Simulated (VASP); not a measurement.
Crystal: PbS.

```
CELL_PARAMETERS angstrom
3.62914 0.00000 0.00000
0.00000 3.62914 0.00000
0.00000 0.00000 3.62914
ATOMIC_POSITIONS crystal
Pb 0.00000 0.00000 0.00000
S 0.50000 0.50000 0.50000
```

Base run:

```yaml
Program: VASP 6.6.1
Functional: PBEsol
Potentials_or_basis: VASP PAW PBE potentials, release 64 (Pb_d, S)
Cutoff: 520 eV
k_mesh: 7 × 7 × 7
Occupations: fermi-dirac, width 0.05 eV
Spin: no spin polarisation
```

Its results: band gap on the k mesh zero (filled and empty bands touch); pressure -2.6 GPa.

Question: The run is repeated on the same cell with these changes: functional from PBEsol to PBE; cutoff from 520 eV to 500 eV. What comes out?

Answer: Band gap on the k mesh 0.07 eV, indirect (least direct gap 1.48 eV); pressure 1.0 GPa.

PBE binds less tightly than PBEsol, so the same cell stands under more pressure.

Caveats: spin-orbit coupling is left out, which moves the levels of the heavy elements; the PAW data sets were made with another functional, which shifts forces and pressure a little (some runs).

A k mesh can miss the band edges.
